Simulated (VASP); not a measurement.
# C (Cmme) in VASP: notebook

C is run at these levels: PBE; tasks: single point.

Everything below comes from runs of VASP 6.6.1. Logs are shortened: lines on timing, memory, paths and dates and some standing lists are left out, and cuts for length are marked.

## 1. The cell of the first run

The structure is orthorhombic, space group Cmme (No. 67). Conventional cell: a = 2.582 Å, b = 4.372 Å, c = 8.707 Å, α = 90.00°, β = 90.00°, γ = 90.00°. C (site symmetry m) has 3 C at 1.46 to 1.48 Å within 1.9 Å.

## 2. Single point, PBE (normal strain along x +0.0467, normal strain along y +0.0233)

INCAR

```
PREC = Accurate
ENCUT = 520
EDIFF = 1E-6
ISMEAR = 0
SIGMA = 0.15
LREAL = F
LASPH = T
NELM = 100
ALGO = Normal
ISIF = 2
LWAVE = F
LCHARG = F
GGA = PE
NBANDS = 16
```

KPOINTS

```
Automatic mesh
0
Gamma
  18 18 6
```

POSCAR

```
C
1.0
    1.2908711330     -2.1858142842      0.0000000000
    1.2908711330      2.1858142842      0.0000000000
    0.0000000000      0.0000000000      8.7070207245
C
4
Direct
    0.0833329406      0.9166670594      0.7503043452
    0.5833329406      0.4166670594      0.2496956548
    0.9166670594      0.0833329406      0.2496956548
    0.4166670594      0.5833329406      0.7503043452
```

Potentials or basis: VASP PAW PBE potentials, release 64 (C).

Run with:

```sh
$ cat potpaw_PBE.64/C/POTCAR > POTCAR
$ mpirun -np 1 vasp_std > vasp.out
```

OUTCAR:

```text
PREC = Accurate
   ENCUT = 520
   EDIFF = 1E-6
   ISMEAR = 0
   LREAL = F
   LASPH = T
   NELM = 100
   ISIF = 2
   GGA = PE

 ion  position               nearest neighbor table
   1  0.083  0.917  0.750-   4 1.46   4 1.48   4 1.48
   2  0.583  0.417  0.250-   3 1.46   3 1.48   3 1.48
   3  0.917  0.083  0.250-   2 1.46   2 1.48   2 1.48
   4  0.417  0.583  0.750-   1 1.46   1 1.48   1 1.48

  LATTYP: Found a base centered orthorhombic cell.
 ALAT       =     2.5817422660
 B/A-ratio  =     1.6932862067
 C/A-ratio  =     3.3725367707

  Lattice vectors:

 A1 = (   1.2908711330,  -2.1858142842,   0.0000000000)
 A2 = (   1.2908711330,   2.1858142842,   0.0000000000)
 A3 = (   0.0000000000,   0.0000000000,   8.7070207245)

Analysis of symmetry for initial positions (statically):
=====================================================================
 Subroutine PRICEL returns:
 Original cell was already a primitive cell.

 Routine SETGRP: Setting up the symmetry group for a
 base centered orthorhombic supercell.

 Subroutine GETGRP returns: Found  8 space group operations
 (whereof  4 operations were pure point group operations)
 out of a pool of  8 trial point group operations.

The static configuration has the point symmetry C_2h.
 The point group associated with its full space group is D_2h.

Analysis of symmetry for dynamics (positions and initial velocities):
=====================================================================
 Subroutine PRICEL returns:
 Original cell was already a primitive cell.

 Routine SETGRP: Setting up the symmetry group for a
 base centered orthorhombic supercell.

 Subroutine GETGRP returns: Found  8 space group operations
 (whereof  4 operations were pure point group operations)
 out of a pool of  8 trial point group operations.

The dynamic configuration has the point symmetry C_2h.
 The point group associated with its full space group is D_2h.

 Subroutine INISYM returns: Found  8 space group operations
 (whereof  4 operations are pure point group operations),
 and found     1 'primitive' translations

----------------------------------------------------------------------------------------

                                     Primitive cell

  volume of cell :      49.1355

  direct lattice vectors                    reciprocal lattice vectors
     1.290871133 -2.185814284  0.000000000     0.387335333 -0.228747705  0.000000000
[... 92 lines left out ...]
   EDIFFG = 0.1E-04   stopping-criterion for IOM
   NSW    =      0    number of steps for IOM
   IBRION =     -1    ionic relax: 0-MD 1-quasi-New 2-CG
   NFREE  =      0    steps in history (QN), initial steepest desc. (CG)
   ISIF   =      2    stress and relaxation
   ISYM   =      2    0-nonsym 1-usesym 2-fastsym
   POTIM  = 0.5000    time-step for ionic-motion
   TEBEG  =    0.0;   TEEND  =   0.0 temperature during run
   PSTRESS=    0.0 pullay stress
   NELECT =      16.0000    total number of electrons
   NUPDOWN=      -1.0000    fix difference up-down
   EMIN   =  10.00;   EMAX   =-10.00  energy-range for DOS
   EFERMI =   0.00;   METHOD = LEGACY
   ISMEAR =     0;   SIGMA  =   0.15  broadening in eV -4-tet -1-fermi 0-gaus
   EFERMI_NEDOS =   21; number of points for ismear=-14 and -15
   IALGO  =     38    algorithm
   IMIX   =      4    mixing-type and parameters
     AMIX     =   0.40;   BMIX     =  1.00
     AMIX_MAG =   1.60;   BMIX_MAG =  1.00
  volume/ion in A,a.u.               =      12.28        82.90
  Fermi-wavevector in a.u.,A,eV,Ry     =   1.126288  2.128376 17.259336  1.268525
  Thomas-Fermi vector in A             =   2.262969
   LORBIT       =      0    0 simple, 1 ext, 2 COOP (PROOUT), +10 PAW based schemes
   GGA     = PE    functional components
   LHFCALC =     F    Hartree Fock is set to
   AEXX    =    0.0000 exact exchange contribution
   IVDW    =     0    specifies the selected vdW correction
   LEPSILON=     F    determine dielectric tensor
   LRPA    =     F    only Hartree local field effects (RPA)
 non-spin polarized calculation
 Gauss-broadening in eV      SIGMA  =   0.15
  energy-cutoff  :      520.00
  volume of cell :       49.14
 maximum number of plane-waves:      1348
   NGX =  9   NGY =  9   NGZ = 33

 number of electron      16.0000002 magnetization

 Free energy of the ion-electron system (eV)
  ---------------------------------------------------
  ext. energy  EPLUGINS =         0.00000000
  ---------------------------------------------------
  free energy    TOTEN  =       -36.59035534 eV

  energy without entropy =      -36.58935399  energy(sigma->0) =      -36.58985467

 E-fermi :   2.1031     XC(G=0):  -8.4281

 val. band max:        2.0260608066   @ k =   0.3333   0.3333   0.0000
 cond. band min:       2.1366940433   @ k =   0.3333   0.3333   0.0000
 fundamental gap:      0.1106332367
 Fermi energy:         2.1030509298

 k-point     1 :       0.0000    0.0000    0.0000
  band No.  band energies     occupation
      1     -16.6025      2.00000
      2     -16.5711      2.00000
      3      -5.0436      2.00000
      4      -4.5968      2.00000
      5      -0.9830      2.00000
      6      -0.9808      2.00000
[... 433 lines left out ...]
      3      -4.0062      2.00000
      4      -3.9144      2.00000
      5      -3.9090      2.00000
      6      -3.5849      2.00000
[... 8 lines left out ...]
     15      12.0074      0.00000
     16      12.0354      0.00000

 [... further k-points ...]

------------------------ aborting loop because EDIFF is reached ----------------------------------------

  FORCE on cell =-STRESS in cart. coord.  units (eV):
  Direction    XX          YY          ZZ          XY          YZ          ZX
  --------------------------------------------------------------------------------------
  -------------------------------------------------------------------------------------
  Total      -10.4132234     -6.5093862     -0.0069562      0.0000000      0.0000000      0.0000000
  in kB     -339.5471160   -212.2535179     -0.2268245      0.0000000      0.0000000      0.0000000
  external PRESSURE =    -184.0091528 kB  Pullay stress =       0.0000000 kB

 VOLUME and BASIS-vectors are now :
 -----------------------------------------------------------------------------
  energy-cutoff  :      520.00
  volume of cell :       49.14
      direct lattice vectors                 reciprocal lattice vectors
     1.290871133 -2.185814284  0.000000000     0.387335333 -0.228747705  0.000000000
     1.290871133  2.185814284  0.000000000     0.387335333  0.228747705  0.000000000
     0.000000000  0.000000000  8.707020724     0.000000000  0.000000000  0.114849847

 POSITION                                       TOTAL-FORCE (eV/Angst)
 -----------------------------------------------------------------------------------
      1.29087      1.82151      6.53292         0.000000      0.058994     -0.000098
      1.29087     -0.36430      2.17411         0.000000      0.058994      0.000098
      1.29087     -1.82151      2.17411         0.000000     -0.058994      0.000098
      1.29087      0.36430      6.53292         0.000000     -0.058994     -0.000098
 -----------------------------------------------------------------------------------
    total drift:                                0.000000     -0.000000      0.000000

  FREE ENERGIE OF THE ION-ELECTRON SYSTEM (eV)
  ---------------------------------------------------
  free  energy   TOTEN  =       -36.5903553369 eV

  energy  without entropy=      -36.5893539938  energy(sigma->0) =      -36.58985467
```

stdout:

```text
POSCAR found type information on POSCAR C
 POSCAR found :  1 types and       4 ions
 scaLAPACK will be used
 LDA part: xc-table for (Slater+PW92), standard interpolation
 POSCAR, INCAR and KPOINTS ok, starting setup
 FFT: planning ... GRIDC
 FFT: planning ... GRID_SOFT
 FFT: planning ... GRID
 WAVECAR not read
 entering main loop
```

Run time: 1.7 min. Hardware: 1 thread of Intel Xeon 6975P-C (Granite Rapids), shared host; peak memory 0.31 GiB.

What came out:

```
Free energy   : -36.5904 eV
Pressure      : -18.4 GPa
Largest force : 0.059 eV/Å
```

Forces in eV/Å, atoms in the order of the input:
```
C    0.000  0.059  0.000
C    0.000  0.059  0.000
C    0.000 -0.059  0.000
C    0.000 -0.059  0.000
```

Caveat: the cell differs from its parent crystal (normal strain along x +0.0467, normal strain along y +0.0233); the stress differs along the axes, from -34 to -0 GPa; this functional lacks dispersion, which binds layers or chains, so the pressure and a relaxed spacing across them are unreliable.

## 3. Single point, PBE (normal strain along x +0.0233, normal strain along y +0.0700)

INCAR

```
PREC     = Accurate       # precision mode
ENCUT    = 520            # plane-wave cutoff, eV
EDIFF    = 1E-6           # SCF threshold, eV
ISMEAR   = 0              # smearing method
SIGMA    = 0.15           # smearing width, eV
LREAL    = False          # projectors in reciprocal space
LASPH    = True           # aspherical terms in the spheres
NELM     = 100            # most SCF steps
ALGO     = Normal         # electronic algorithm
ISIF     = 2              # what is computed and relaxed
LWAVE    = False          # write WAVECAR
LCHARG   = False          # write CHGCAR
GGA      = PE             # functional
NBANDS   = 16             # bands
```

KPOINTS

```
regular mesh
0
Gamma
  18 18 6
```

Changes to POSCAR since step 2:

```diff
@@ -2,4 +2,4 @@
 1.0
-    1.2908711330     -2.1858142842      0.0000000000
-    1.2908711330      2.1858142842      0.0000000000
+    1.2620124491     -2.2855675599      0.0000000000
+    1.2620124491      2.2855675599      0.0000000000
     0.0000000000      0.0000000000      8.7070207245
```

Potentials or basis: VASP PAW PBE potentials, release 64 (C).

Run with:

```sh
$ cat potpaw_PBE.64/C/POTCAR > POTCAR
$ mpirun -np 1 vasp_std > vasp.out
```

Wall time 99 s (1 thread of Intel Xeon 6975P-C (Granite Rapids), shared host); peak memory 0.32 GiB.

The run converged. Its results:

* Free energy: -36.3145 eV
* Pressure: -23.0 GPa
* Largest force: 0.023 eV/Å

Forces in eV/Å, atoms in the order of the input:
```
C    0.000  0.023  0.000
C    0.000  0.023  0.000
C    0.000 -0.023  0.000
C    0.000 -0.023  0.000
```

Stress tensor (GPa, compression positive):
```
-22.41   0.00   0.00
  0.00 -46.68   0.00
  0.00   0.00   0.00
```

Caveat: the cell differs from its parent crystal (normal strain along x +0.0233, normal strain along y +0.0700); the stress differs along the axes, from -47 to -0 GPa; this functional lacks dispersion, which binds layers or chains, so the pressure and a relaxed spacing across them are unreliable.

## 4. Single point, PBE (normal strain along x +0.0700, normal strain along y +0.0233)

INCAR

```
ALGO = Normal ; EDIFF = 1E-7
ENCUT = 520 ; GGA = PE
ISIF = 2 ; ISMEAR = 0
LASPH = True ; LCHARG = False
LREAL = False ; LWAVE = False
NBANDS = 16 ; NELM = 100
PREC = Accurate ; SIGMA = 0.15
```

KPOINTS

```
k-points
0
Gamma
  18 18 6
```

Changes to POSCAR since step 3:

```diff
@@ -2,4 +2,4 @@
 1.0
-    1.2620124491     -2.2855675599      0.0000000000
-    1.2620124491      2.2855675599      0.0000000000
+    1.3196064893     -2.1858142842      0.0000000000
+    1.3196064893      2.1858142842      0.0000000000
     0.0000000000      0.0000000000      8.7070207245
```

Run with:

```sh
$ cat potpaw_PBE.64/C/POTCAR > POTCAR
$ mpirun -np 1 vasp_std > vasp.out
```

It took 1.8 min on 1 thread of Intel Xeon 6975P-C (Granite Rapids), shared host; peak memory 0.32 GiB.

Results (log left out):

| Quantity | Value |
| --- | --- |
| Free energy | -36.3153 eV |
| Pressure | -23.0 GPa |
| Largest force | 0.070 eV/Å |

Forces on the atoms (eV/Å):
```
C    0.000  0.070  0.000
C    0.000  0.070  0.000
C    0.000 -0.070  0.000
C    0.000 -0.070  0.000
```

Stress tensor (GPa, compression positive):
```
-46.49   0.00   0.00
  0.00 -22.54   0.00
  0.00   0.00  -0.01
```

Caveat: the cell differs from its parent crystal (normal strain along x +0.0700, normal strain along y +0.0233); the stress differs along the axes, from -46 to -0 GPa; this functional lacks dispersion, which binds layers or chains, so the pressure and a relaxed spacing across them are unreliable.

## 5. Single point, PBE (normal strain along x +0.0700, normal strain along y +0.0467)

INCAR

```
ALGO = Normal
EDIFF = 1E-6
ENCUT = 520
GGA = PE
ISIF = 2
ISMEAR = 0
LASPH = True
LCHARG = False
LREAL = False
LWAVE = False
NBANDS = 16
NELM = 80
PREC = Accurate
SIGMA = 0.15
```

KPOINTS is that of step 4.

Changes to POSCAR since step 4:

```diff
@@ -2,4 +2,4 @@
 1.0
-    1.3196064893     -2.1858142842      0.0000000000
-    1.3196064893      2.1858142842      0.0000000000
+    1.3196064893     -2.2357977242      0.0000000000
+    1.3196064893      2.2357977242      0.0000000000
     0.0000000000      0.0000000000      8.7070207245
```

Potentials or basis: VASP PAW PBE potentials, release 64 (C).

Run with:

```sh
$ cat potpaw_PBE.64/C/POTCAR > POTCAR
$ mpirun -np 1 vasp_std > vasp.out
```

OUTCAR:

```text
EDIFF = 1E-6
   ENCUT = 520
   GGA = PE
   ISIF = 2
   ISMEAR = 0
   LASPH = True
   LREAL = False
   NELM = 80
   PREC = Accurate

 ion  position               nearest neighbor table
   1  0.083  0.917  0.750-   4 1.49   4 1.52   4 1.52
   2  0.583  0.417  0.250-   3 1.49   3 1.52   3 1.52
   3  0.917  0.083  0.250-   2 1.49   2 1.52   2 1.52
   4  0.417  0.583  0.750-   1 1.49   1 1.52   1 1.52

  LATTYP: Found a base centered orthorhombic cell.
[... 656 lines left out ...]

  FORCE on cell =-STRESS in cart. coord.  units (eV):
  Direction    XX          YY          ZZ          XY          YZ          ZX
  --------------------------------------------------------------------------------------
  -------------------------------------------------------------------------------------
  Total      -15.0797349    -11.5705769     -0.0035393      0.0000000      0.0000000      0.0000000
  in kB     -470.2488724   -360.8187256     -0.1103705      0.0000000      0.0000000      0.0000000
  external PRESSURE =    -277.0593229 kB  Pullay stress =       0.0000000 kB

 VOLUME and BASIS-vectors are now :
 -----------------------------------------------------------------------------
  energy-cutoff  :      520.00
  volume of cell :       51.38
      direct lattice vectors                 reciprocal lattice vectors
     1.319606489 -2.235797724  0.000000000     0.378900834 -0.223633826  0.000000000
     1.319606489  2.235797724  0.000000000     0.378900834  0.223633826  0.000000000
     0.000000000  0.000000000  8.707020724     0.000000000  0.000000000  0.114849847

 POSITION                                       TOTAL-FORCE (eV/Angst)
 -----------------------------------------------------------------------------------
      1.31961      1.86317      6.53292         0.000000     -0.040163     -0.000109
      1.31961     -0.37263      2.17411         0.000000     -0.040163      0.000109
      1.31961     -1.86317      2.17411         0.000000      0.040163      0.000109
      1.31961      0.37263      6.53292         0.000000      0.040163     -0.000109
 -----------------------------------------------------------------------------------
    total drift:                               -0.000000      0.000000      0.000000

  FREE ENERGIE OF THE ION-ELECTRON SYSTEM (eV)
  ---------------------------------------------------
  free  energy   TOTEN  =       -36.1044178884 eV

  energy  without entropy=      -36.1033213083  energy(sigma->0) =      -36.10386960
```

OSZICAR:

```text
N       E                     dE             d eps       ncg     rms          rms(c)
DAV:   1     0.440003601283E+02    0.44000E+02   -0.73364E+03 11656   0.878E+02
DAV:   2    -0.336155831463E+02   -0.77616E+02   -0.70316E+02 16152   0.182E+02
DAV:   3    -0.374644237331E+02   -0.38488E+01   -0.38210E+01 15560   0.395E+01
DAV:   4    -0.375139088005E+02   -0.49485E-01   -0.49443E-01 14952   0.526E+00
DAV:   5    -0.375149376476E+02   -0.10288E-02   -0.10284E-02 15024   0.723E-01    0.712E+00
DAV:   6    -0.364676247198E+02    0.10473E+01   -0.77259E-01 14032   0.500E+00    0.418E+00
DAV:   7    -0.360972497059E+02    0.37038E+00   -0.10151E+00 14496   0.579E+00    0.977E-01
DAV:   8    -0.361041639054E+02   -0.69142E-02   -0.35536E-02 13296   0.110E+00    0.102E-01
DAV:   9    -0.361041559853E+02    0.79201E-05   -0.64406E-04 16240   0.169E-01    0.706E-02
DAV:  10    -0.361044182005E+02   -0.26222E-03   -0.53373E-04 12560   0.145E-01    0.417E-02
DAV:  11    -0.361044162278E+02    0.19727E-05   -0.10498E-05 15968   0.218E-02    0.587E-03
DAV:  12    -0.361044178529E+02   -0.16251E-05   -0.13096E-06 12648   0.100E-02    0.129E-03
DAV:  13    -0.361044178884E+02   -0.35585E-07   -0.16503E-07 12240   0.278E-03
   1 F= -.36104418E+02 E0= -.36103870E+02  d E =-.109658E-02
```

stdout:

```text
POSCAR found type information on POSCAR C
 POSCAR found :  1 types and       4 ions
 scaLAPACK will be used
 LDA part: xc-table for (Slater+PW92), standard interpolation
 POSCAR, INCAR and KPOINTS ok, starting setup
 FFT: planning ... GRIDC
 FFT: planning ... GRID_SOFT
 FFT: planning ... GRID
 WAVECAR not read
 entering main loop
```

It took 98 s on 1 thread of Intel Xeon 6975P-C (Granite Rapids), shared host; peak memory 0.32 GiB.

Results:

```yaml
Free_energy: -36.1044 eV
Pressure: -27.7 GPa
Largest_force: 0.040 eV/Å
```

Forces in eV/Å, atoms in the order of the input:
```
C    0.000 -0.040  0.000
C    0.000 -0.040  0.000
C    0.000  0.040  0.000
C    0.000  0.040  0.000
```

Stress tensor (GPa, compression positive):
```
-47.02   0.00   0.00
  0.00 -36.08   0.00
  0.00   0.00  -0.01
```

Caveat: the cell differs from its parent crystal (normal strain along x +0.0700, normal strain along y +0.0467); the stress differs along the axes, from -47 to -0 GPa; this functional lacks dispersion, which binds layers or chains, so the pressure and a relaxed spacing across them are unreliable.

## 6. The runs side by side

```csv
cell,pressure (GPa),largest force (eV/Å)
"a = 2.539, b = 2.539, c = 8.707 Å, angles 90.0, 90.0, 118.9°, 4 atoms",-18.4,0.06
"a = 2.611, b = 2.611, c = 8.707 Å, angles 90.0, 90.0, 122.2°, 4 atoms",-23.0,0.02
"a = 2.553, b = 2.553, c = 8.707 Å, angles 90.0, 90.0, 117.8°, 4 atoms",-23.0,0.07
"a = 2.596, b = 2.596, c = 8.707 Å, angles 90.0, 90.0, 118.9°, 4 atoms",-27.7,0.04
```

Alike in all rows: task single point; level PBE; potentials or basis VASP PAW PBE potentials, release 64 (C); no spin polarisation; k mesh 18 × 18 × 6; cutoff (eV) 520; smearing gaussian 0.15 eV.

Caveats: this functional lacks dispersion, which binds layers or chains, so the pressure and a relaxed spacing across them are unreliable; the stress differs along the axes, from -47 to -0 GPa (at least some runs); the stress differs along the axes, from -34 to -0 GPa (at least some runs); the stress differs along the axes, from -46 to -0 GPa (at least some runs).

Absolute energies hang on the potentials; compare differences alone.
